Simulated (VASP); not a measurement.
# CuNi5 (P-6m2) in VASP: notebook

CuNi5 is run at these levels: PBE; tasks: single point.

Everything below comes from runs of VASP 6.6.1. Logs are shortened: lines on timing, memory, paths and dates and some standing lists are left out, and cuts for length are marked.

## 1. The cell of the first run

The structure is hexagonal, space group P-6m2 (No. 187). Conventional cell: a = 2.495 Å, b = 2.495 Å, c = 12.337 Å, α = 90.00°, β = 90.00°, γ = 120.00°. Within 3.3 Å of Cu (site symmetry -6m2) lie 6 Cu at 2.49 Å and 6 Ni at 2.55 Å. Ni (site symmetry 3m) has 9 Ni at 2.49 Å and 3 Cu at 2.55 Å within 3.3 Å. Ni (site symmetry -6m2) has 12 Ni at 2.49 Å within 3.3 Å. Within 3.3 Å of Ni (site symmetry 3m) lie 12 Ni at 2.49 Å.

## 2. Single point, PBE, collinear spin, ferromagnetic start

Input file INCAR:

```
  ALGO = Fast
  EDIFF = 1E-6
  ENCUT = 520
  GGA = PE
  ISIF = 2
  ISMEAR = 0
  ISPIN = 2
  LASPH = True
  LCHARG = False
  LMAXMIX = 4
  LORBIT = 11
  LREAL = False
  LWAVE = False
  MAGMOM = 0 0.54 0.54 0.74 0.74 0.74
  NBANDS = 44
  NELM = 150
  PREC = Accurate
  SIGMA = 0.2
```

Input file KPOINTS:

```
k-points
0
Gamma
  18 18 4
```

Input file POSCAR:

```
CuNi5
1.0
    2.4947713583     -0.0000000289      0.0000000000
   -1.2473856541      2.1605353874      0.0000000000
    0.0000000000      0.0000000000     12.3374976183
Cu Ni
1 5
Direct
    0.6666666667      0.3333333333      0.0000000000
    0.3333333333      0.6666666667      0.8295318031
    0.3333333333      0.6666666667      0.1704681969
    0.3333333333      0.6666666667      0.5000000000
    0.6666666667      0.3333333333      0.3349421831
    0.6666666667      0.3333333333      0.6650578169
```

Potentials or basis: VASP PAW PBE potentials, release 64 (Cu, Ni).

Run with:

```bash
$ cat potpaw_PBE.64/Cu/POTCAR potpaw_PBE.64/Ni/POTCAR > POTCAR
$ mpirun -np 1 vasp_std > vasp.out
```

OUTCAR:

```text
EDIFF = 1E-6
   ENCUT = 520
   GGA = PE
   ISIF = 2
   ISMEAR = 0
   ISPIN = 2
   LASPH = True
   LORBIT = 11
   LREAL = False
   NELM = 150
   PREC = Accurate

 ion  position               nearest neighbor table
   1  0.667  0.333  0.000-   2 2.55   3 2.55   2 2.55   3 2.55   2 2.55   3 2.55
   2  0.333  0.667  0.830-   6 2.49   6 2.49   6 2.49   1 2.55   1 2.55   1 2.55
   3  0.333  0.667  0.170-   5 2.49   5 2.49   5 2.49   1 2.55   1 2.55   1 2.55
   4  0.333  0.667  0.500-   5 2.49   6 2.49   5 2.49   6 2.49   5 2.49   6 2.49
   5  0.667  0.333  0.335-   3 2.49   3 2.49   3 2.49   4 2.49   4 2.49   4 2.49
   6  0.667  0.333  0.665-   2 2.49   2 2.49   2 2.49   4 2.49   4 2.49   4 2.49

  LATTYP: Found a hexagonal cell.
 ALAT       =     2.4947713583
 C/A-ratio  =     4.9453420159

  Lattice vectors:

 A1 = (   2.4947713583,  -0.0000000289,   0.0000000000)
 A2 = (  -1.2473856541,   2.1605353874,   0.0000000000)
 A3 = (   0.0000000000,   0.0000000000,  12.3374976183)

Analysis of symmetry for initial positions (statically):
=====================================================================
 Subroutine PRICEL returns:
 Original cell was already a primitive cell.

 Routine SETGRP: Setting up the symmetry group for a
 hexagonal supercell.

 Subroutine GETGRP returns: Found 12 space group operations
 (whereof 12 operations were pure point group operations)
 out of a pool of 24 trial point group operations.

The static configuration has the point symmetry D_3h.

Analysis of symmetry for dynamics (positions and initial velocities):
=====================================================================
 Subroutine PRICEL returns:
 Original cell was already a primitive cell.

 Routine SETGRP: Setting up the symmetry group for a
 hexagonal supercell.

 Subroutine GETGRP returns: Found 12 space group operations
 (whereof 12 operations were pure point group operations)
 out of a pool of 24 trial point group operations.

The dynamic configuration has the point symmetry D_3h.

Analysis of structural, dynamic, and magnetic symmetry:
=====================================================================
 Subroutine PRICEL returns:
 Original cell was already a primitive cell.

 Routine SETGRP: Setting up the symmetry group for a
 hexagonal supercell.

 Subroutine GETGRP returns: Found 12 space group operations
 (whereof 12 operations were pure point group operations)
 out of a pool of 24 trial point group operations.

[... 143 lines left out ...]
  volume of cell :       66.50
 maximum number of plane-waves:      1821
 NGX is ok and might be reduce to    20

 number of electron      60.9999985 magnetization       2.7928792

 Free energy of the ion-electron system (eV)
  ---------------------------------------------------
  ext. energy  EPLUGINS =         0.00000000
  ---------------------------------------------------
  free energy    TOTEN  =       -31.00075357 eV

  energy without entropy =      -30.79086972  energy(sigma->0) =      -30.89581164

 E-fermi :   8.9388     XC(G=0): -13.1338

 val. band max:        8.9379090663   @ k =   0.0556   0.0000   0.2500
 cond. band min:       8.9390857240   @ k =   0.0556   0.0000   0.5000
 fundamental gap:      0.0011766577
 Fermi energy:         8.9387954707

 spin component 1

 k-point     1 :       0.0000    0.0000    0.0000
  band No.  band energies     occupation
      1      -0.0553      1.00000
      2       0.8978      1.00000
      3       1.0556      1.00000
      4       3.2772      1.00000
      5       3.4364      1.00000
      6       4.1767      1.00000
[... 1069 lines left out ...]
     41      17.7447      0.00000
     42      18.3136      0.00000

 [... further k-points ...]

 spin component 2

 k-point     1 :       0.0000    0.0000    0.0000
  band No.  band energies     occupation
      1      -0.0832      1.00000
      2       0.8696      1.00000
      3       1.0325      1.00000
      4       3.3136      1.00000
      5       3.5201      1.00000
      6       4.4486      1.00000
[... 1069 lines left out ...]
     41      17.8812      0.00000
     42      18.4350      0.00000

 [... further k-points ...]

 [bands above 42 left out]

------------------------ aborting loop because EDIFF is reached ----------------------------------------

  FORCE on cell =-STRESS in cart. coord.  units (eV):
  Direction    XX          YY          ZZ          XY          YZ          ZX
  --------------------------------------------------------------------------------------
  -------------------------------------------------------------------------------------
  Total        0.0292707      0.0292707      0.0173679      0.0000000      0.0000000     -0.0000000
  in kB        0.7052209      0.7052209      0.4184448      0.0000000      0.0000000     -0.0000000
  external PRESSURE =       0.6096289 kB  Pullay stress =       0.0000000 kB

 VOLUME and BASIS-vectors are now :
 -----------------------------------------------------------------------------
  energy-cutoff  :      520.00
  volume of cell :       66.50
      direct lattice vectors                 reciprocal lattice vectors
     2.494771358 -0.000000029  0.000000000     0.400838339  0.231424117  0.000000000
    -1.247385654  2.160535387  0.000000000     0.000000005  0.462848242  0.000000000
     0.000000000  0.000000000 12.337497618     0.000000000  0.000000000  0.081053714

 POSITION                                       TOTAL-FORCE (eV/Angst)
 -----------------------------------------------------------------------------------
      1.24739      0.72018      0.00000        -0.000000      0.000000      0.000000
      0.00000      1.44036     10.23435        -0.000000     -0.000000     -0.007274
      0.00000      1.44036      2.10315        -0.000000     -0.000000      0.007274
      0.00000      1.44036      6.16875         0.000000     -0.000000      0.000000
      1.24739      0.72018      4.13235         0.000000      0.000000      0.000851
      1.24739      0.72018      8.20515         0.000000     -0.000000     -0.000851
 -----------------------------------------------------------------------------------
    total drift:                                0.000003     -0.000001      0.000000

  FREE ENERGIE OF THE ION-ELECTRON SYSTEM (eV)
  ---------------------------------------------------
  free  energy   TOTEN  =       -31.0007535674 eV

  energy  without entropy=      -30.7908697199  energy(sigma->0) =      -30.89581164

 total charge

# of ion       s       p       d       tot
------------------------------------------
    1        0.459   0.413   9.173  10.044
    2        0.485   0.469   8.331   9.284
    3        0.485   0.469   8.331   9.284
    4        0.493   0.489   8.313   9.295
    5        0.492   0.489   8.314   9.295
    6        0.492   0.489   8.314   9.295
--------------------------------------------------
tot          2.905   2.817  50.776  56.498

 magnetization (x)

# of ion       s       p       d       tot
------------------------------------------
    1       -0.002  -0.012   0.008  -0.007
    2       -0.004  -0.018   0.502   0.480
    3       -0.004  -0.018   0.502   0.480
    4       -0.005  -0.023   0.664   0.636
    5       -0.005  -0.022   0.660   0.633
    6       -0.005  -0.022   0.660   0.633
--------------------------------------------------
tot         -0.025  -0.115   2.995   2.855
```

OSZICAR:

```text
N       E                     dE             d eps       ncg     rms          rms(c)
DAV:   1     0.457117977109E+03    0.45712E+03   -0.25917E+04 19568   0.210E+03
DAV:   2     0.595353730914E+01   -0.45116E+03   -0.42620E+03 19536   0.386E+02
DAV:   3    -0.360681990937E+02   -0.42022E+02   -0.37375E+02 20136   0.148E+02
[... 11 lines left out ...]
RMM:  15    -0.310006451714E+02    0.22668E-03   -0.11511E-03 25947   0.254E-01    0.108E-01
RMM:  16    -0.310007274020E+02   -0.82231E-04   -0.49379E-04 26606   0.120E-01    0.989E-02
RMM:  17    -0.310007505735E+02   -0.23172E-04   -0.13251E-04 28766   0.674E-02    0.555E-02
RMM:  18    -0.310007528455E+02   -0.22720E-05   -0.38558E-05 28709   0.304E-02    0.170E-02
RMM:  19    -0.310007535674E+02   -0.72191E-06   -0.62476E-06 19472   0.149E-02
   1 F= -.31000754E+02 E0= -.30895812E+02  d E =-.209884E+00  mag=     2.7913
```

It took 18 min on 1 thread of Oxide Virtual Turin-like, shared host; peak memory 0.51 GiB.

Results:

```
Free energy                                           : -31.0008 eV
Pressure                                              : 0.1 GPa
Largest force                                         : 0.007 eV/Å
Net moment                                            : 2.79 μB per cell
Site moments                                          : Cu -0.01; Ni +0.48, +0.64, +0.63 (each value once) μB
Valence electrons inside the program's atomic spheres : Cu 10.04; Ni 9.28, 9.29 (each value once)
```

Forces on the atoms (eV/Å):
```
Cu   0.000  0.000  0.000
Ni   0.000  0.000 -0.007
Ni   0.000  0.000  0.007
Ni   0.000  0.000  0.000
Ni   0.000  0.000  0.001
Ni   0.000  0.000 -0.001
```

## 3. Single point, PBE, collinear spin, ferromagnetic start

This run uses another cell than the first one: it holds 12 atoms, not 6.

Input file INCAR:

```
ALGO     = Normal         # electronic algorithm
EDIFF    = 1E-6           # SCF threshold, eV
ENCUT    = 520            # plane-wave cutoff, eV
GGA      = PE             # functional
ISIF     = 2              # what is computed and relaxed
ISMEAR   = 0              # smearing method
ISPIN    = 2              # spin polarisation
LASPH    = T              # aspherical terms in the spheres
LCHARG   = F              # write CHGCAR
LMAXMIX  = 4              # l up to which the mixer works
LORBIT   = 11             # projections on sites
LREAL    = F              # projectors in reciprocal space
LWAVE    = F              # write WAVECAR
MAGMOM   = 0 0 0.54 0.54 0.54 0.54 0.74 0.74 0.74 0.74 0.74 0.74 # initial moments
NBANDS   = 77             # bands
NELM     = 150            # most SCF steps
PREC     = Accurate       # precision mode
SIGMA    = 0.2            # smearing width, eV
```

Input file KPOINTS:

```
k-points
0
Gamma
  12 12 1
```

Input file POSCAR:

```
CuNi5
1.0
    2.4911982921     -0.0000000289      0.0000000000
   -1.2455991211      2.1574410213      0.0000000000
    0.0000000000      0.0000000000     24.7079476000
Cu Ni
2 10
Direct
    0.6666666667      0.3333333333      0.0000000000
    0.6666666667      0.3333333333      0.5000000000
    0.3333333333      0.6666666667      0.4148280000
    0.3333333333      0.6666666667      0.9148280000
    0.3333333333      0.6666666667      0.0851720000
    0.3333333333      0.6666666667      0.5851720000
    0.3333333333      0.6666666667      0.2500000000
    0.3333333333      0.6666666667      0.7500000000
    0.6666666667      0.3333333333      0.1674430000
    0.6666666667      0.3333333333      0.6674430000
    0.6666666667      0.3333333333      0.3325570000
    0.6666666667      0.3333333333      0.8325570000
```

Potentials or basis: VASP PAW PBE potentials, release 64 (Cu, Ni).

Run with:

```bash
$ cat potpaw_PBE.64/Cu/POTCAR potpaw_PBE.64/Ni/POTCAR > POTCAR
$ mpirun -np 1 vasp_std > vasp.out
```

OUTCAR:

```text
EDIFF = 1E-6
   ENCUT = 520
   GGA = PE
   ISIF = 2
   ISMEAR = 0
   ISPIN = 2
   LASPH = T
   LORBIT = 11
   LREAL = F
   NELM = 150
   PREC = Accurate

 ion  position               nearest neighbor table
   1  0.667  0.333  0.000-   4 2.55   5 2.55   4 2.55   5 2.55   4 2.55   5 2.55
   2  0.667  0.333  0.500-   3 2.55   6 2.55   3 2.55   6 2.55   3 2.55   6 2.55
   3  0.333  0.667  0.415-  11 2.49  11 2.49  11 2.49   2 2.55   2 2.55   2 2.55
   4  0.333  0.667  0.915-  12 2.49  12 2.49  12 2.49   1 2.55   1 2.55   1 2.55
   5  0.333  0.667  0.085-   9 2.49   9 2.49   9 2.49   1 2.55   1 2.55   1 2.55
   6  0.333  0.667  0.585-  10 2.49  10 2.49  10 2.49   2 2.55   2 2.55   2 2.55
   7  0.333  0.667  0.250-   9 2.50  11 2.50   9 2.50  11 2.50   9 2.50  11 2.50
   8  0.333  0.667  0.750-  10 2.50  12 2.50  10 2.50  12 2.50  10 2.50  12 2.50
   9  0.667  0.333  0.167-   5 2.49   5 2.49   5 2.49   7 2.50   7 2.50   7 2.50
  10  0.667  0.333  0.667-   6 2.49   6 2.49   6 2.49   8 2.50   8 2.50   8 2.50
  11  0.667  0.333  0.333-   3 2.49   3 2.49   3 2.49   7 2.50   7 2.50   7 2.50
  12  0.667  0.333  0.833-   4 2.49   4 2.49   4 2.49   8 2.50   8 2.50   8 2.50
[... 7 lines left out ...]
 A1 = (   2.4911982921,  -0.0000000289,   0.0000000000)
 A2 = (  -1.2455991211,   2.1574410213,   0.0000000000)
 A3 = (   0.0000000000,   0.0000000000,  24.7079476000)

Analysis of symmetry for initial positions (statically):
=====================================================================
 Subroutine PRICEL returns following result:

  LATTYP: Found a hexagonal cell.
 ALAT       =     2.4911982921
 C/A-ratio  =     4.9590487595
[... 12 lines left out ...]
 Subroutine GETGRP returns: Found 12 space group operations
 (whereof 12 operations were pure point group operations)
 out of a pool of 24 trial point group operations.

The static configuration has the point symmetry D_3h.

Analysis of symmetry for dynamics (positions and initial velocities):
[... 3101 lines left out ...]
  FORCE on cell =-STRESS in cart. coord.  units (eV):
  Direction    XX          YY          ZZ          XY          YZ          ZX
  --------------------------------------------------------------------------------------
  -------------------------------------------------------------------------------------
  Total        0.8010232      0.8010232     -0.0972224     -0.0000000      0.0000000     -0.0000000
  in kB        9.6643303      9.6643303     -1.1729863     -0.0000000      0.0000000     -0.0000000
  external PRESSURE =       6.0518915 kB  Pullay stress =       0.0000000 kB

 VOLUME and BASIS-vectors are now :
 -----------------------------------------------------------------------------
  energy-cutoff  :      520.00
  volume of cell :      132.80
      direct lattice vectors                 reciprocal lattice vectors
     2.491198292 -0.000000029  0.000000000     0.401413252  0.231756043  0.000000000
    -1.245599121  2.157441021  0.000000000     0.000000005  0.463512095  0.000000000
     0.000000000  0.000000000 24.707947600     0.000000000  0.000000000  0.040472807

 POSITION                                       TOTAL-FORCE (eV/Angst)
 -----------------------------------------------------------------------------------
      1.24560      0.71915      0.00000        -0.000000      0.000000      0.000000
      1.24560      0.71915     12.35397        -0.000000     -0.000000      0.000000
      0.00000      1.43829     10.24955         0.000000      0.000000     -0.029712
      0.00000      1.43829     22.60352        -0.000000      0.000000     -0.029712
      0.00000      1.43829      2.10443        -0.000000      0.000000      0.029712
      0.00000      1.43829     14.45840         0.000000      0.000000      0.029712
      0.00000      1.43829      6.17699        -0.000000     -0.000000      0.000000
      0.00000      1.43829     18.53096        -0.000000     -0.000000      0.000000
      1.24560      0.71915      4.13717         0.000000      0.000000     -0.001775
      1.24560      0.71915     16.49115         0.000000     -0.000000     -0.001775
      1.24560      0.71915      8.21680         0.000000      0.000000      0.001775
      1.24560      0.71915     20.57077         0.000000     -0.000000      0.001775
 -----------------------------------------------------------------------------------
    total drift:                                0.000006     -0.000003      0.000000

  FREE ENERGIE OF THE ION-ELECTRON SYSTEM (eV)
  ---------------------------------------------------
  free  energy   TOTEN  =       -62.0026534727 eV

  energy  without entropy=      -61.5835041016  energy(sigma->0) =      -61.79307879

 total charge

# of ion       s       p       d       tot
------------------------------------------
    1        0.461   0.415   9.172  10.048
    2        0.461   0.415   9.172  10.048
    3        0.486   0.472   8.326   9.285
    4        0.486   0.472   8.326   9.285
    5        0.486   0.472   8.326   9.285
    6        0.486   0.472   8.326   9.285
    7        0.495   0.492   8.310   9.298
    8        0.495   0.492   8.310   9.298
    9        0.494   0.492   8.309   9.296
   10        0.494   0.492   8.309   9.296
   11        0.494   0.492   8.309   9.296
   12        0.494   0.492   8.309   9.296
--------------------------------------------------
tot          5.832   5.674 101.506 113.013

 magnetization (x)

# of ion       s       p       d       tot
------------------------------------------
    1       -0.001  -0.011   0.015   0.003
    2       -0.001  -0.011   0.015   0.003
    3       -0.003  -0.017   0.572   0.552
    4       -0.003  -0.017   0.572   0.552
    5       -0.003  -0.017   0.572   0.552
    6       -0.003  -0.017   0.572   0.552
    7       -0.004  -0.022   0.707   0.681
    8       -0.004  -0.022   0.707   0.681
    9       -0.004  -0.021   0.703   0.678
   10       -0.004  -0.021   0.703   0.678
   11       -0.004  -0.021   0.703   0.678
   12       -0.004  -0.021   0.703   0.678
--------------------------------------------------
tot         -0.037  -0.218   6.544   6.290
```

It took 18 min on 1 thread of Oxide Virtual Turin-like, shared host; peak memory 0.44 GiB.

Results:

```
Free energy                                           : -62.0027 eV
Pressure                                              : 0.6 GPa
Largest force                                         : 0.030 eV/Å
Net moment                                            : 6.18 μB per cell
Site moments                                          : Cu +0.00; Ni +0.55, +0.68 (each value once) μB
Valence electrons inside the program's atomic spheres : Cu 10.05; Ni 9.29, 9.30 (each value once)
```

Forces on the atoms (eV/Å):
```
Cu   0.000  0.000  0.000
Cu   0.000  0.000  0.000
Ni   0.000  0.000 -0.030
Ni   0.000  0.000 -0.030
Ni   0.000  0.000  0.030
Ni   0.000  0.000  0.030
Ni   0.000  0.000  0.000
Ni   0.000  0.000  0.000
Ni   0.000  0.000 -0.002
Ni   0.000  0.000 -0.002
Ni   0.000  0.000  0.002
Ni   0.000  0.000  0.002
```
